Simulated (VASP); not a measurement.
Here is a VASP 6.6.1 calculation.

File INCAR:

```
SYSTEM = Pd
ALGO = Normal
EDIFF = 1E-7
EDIFFG = -0.005
ENCUT = 600
GGA = PE
IBRION = 2
ISIF = 3
ISMEAR = -1
LASPH = .TRUE.
LCHARG = .FALSE.
LREAL = .FALSE.
LWAVE = .FALSE.
NELM = 100
NSW = 60
PREC = Accurate
PSTRESS = 3500.0
SIGMA = 0.05
```

File KPOINTS:

```
k-points
0
G
  20 20 20
  0 0 0
```

The input POSCAR:

```
Pd
1.0
   -1.3132844047      1.3132844047      1.3132844047
    1.3132844047     -1.3132844047      1.3132844047
    1.3132844047      1.3132844047     -1.3132844047
Pd
1
Direct
    0.0000000000      0.0000000000      0.0000000000
```

Potentials or basis: VASP PAW PBE potentials, release 64 (Pd).

Launch:

```sh
$ cat potpaw_PBE.64/Pd/POTCAR > POTCAR
$ mpirun -np 1 vasp_std > vasp.out
```

Question: Estimate the relaxed volume.

Answer: 9.09 Å³/atom.

Question: Estimate the relaxed cell.

Answer: a = 2.277 Å, b = 2.277 Å, c = 2.277 Å, α = 109.47°, β = 109.47°, γ = 109.47°.

Question: Estimate the band gap on the k mesh.

Answer: Zero (bands 5 and 6 overlap by 3.97 eV).

Question: Estimate the space group after relaxing (to 0.1 Å).

Answer: Im-3m (No. 229).

The path:
| step | energy change (eV) | largest force (eV/Å) | pressure (GPa) | volume (Å³) |
| --- | --- | --- | --- | --- |
| 1 | 0.0000 | 0.0000 | 355.07 | 9.06 |
| 2 | -0.7719 | 0.0000 | 295.38 | 9.44 |
| 3 | -0.0668 | 0.0000 | 349.91 | 9.09 |
| 4 | -0.0654 | 0.0000 | 350.01 | 9.09 |

Caveat: the cell is relaxed towards a set pressure, so the run minimises the enthalpy, not the energy.
